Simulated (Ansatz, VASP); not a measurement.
## ZnS: VASP beside Ansatz

```
Zn S
1.0
    -3.80672    0.00000    0.00000
     0.00000    0.00000   -6.24574
     0.00000   -6.59344    0.00000
Zn S
4 4
Direct
  0.50000 0.99367 0.16695
  0.00000 0.99514 0.66638
  0.00000 0.49555 0.33362
  0.50000 0.49409 0.83305
  0.50000 0.62392 0.16975
  0.00000 0.62039 0.66358
  0.00000 0.11686 0.33642
  0.50000 0.12039 0.83025
```

Change from the starting cell: mode 23 (339.3 1/cm) frozen in, largest displacement +0.030 Å.

Alike in both runs: task single point; functional r2SCAN; k mesh 6 × 4 × 4; occupations gaussian, width 0.05 eV; no spin polarisation.

|  | VASP | Ansatz |
| --- | --- | --- |
| version | VASP 6.6.1 | Ansatz 0.2.0 |
| potentials or method | VASP PAW PBE potentials, release 64 (Zn, S), cutoff 520 eV | scalar-relativistic, plane waves, PAW |
| valence electrons in the cell | 72 | 72 |

|  | VASP | Ansatz | Ansatz less VASP |
| --- | --- | --- | --- |
| gap on the k mesh at the Fermi level (eV) | 2.78 | 2.77 | -0.009 |
| least direct gap on the mesh (eV) | 2.78 | 2.77 | -0.009 |
| pressure (GPa) | 0.1 | 0.0 | -0.08 |
| rms of the force components (eV/Å) | 0.154 | 0.154 | -0.0002 |

VASP's potentials were made for PBE, not for r2SCAN. Atom by atom the forces differ by 0.010 eV/Å (rms over components).
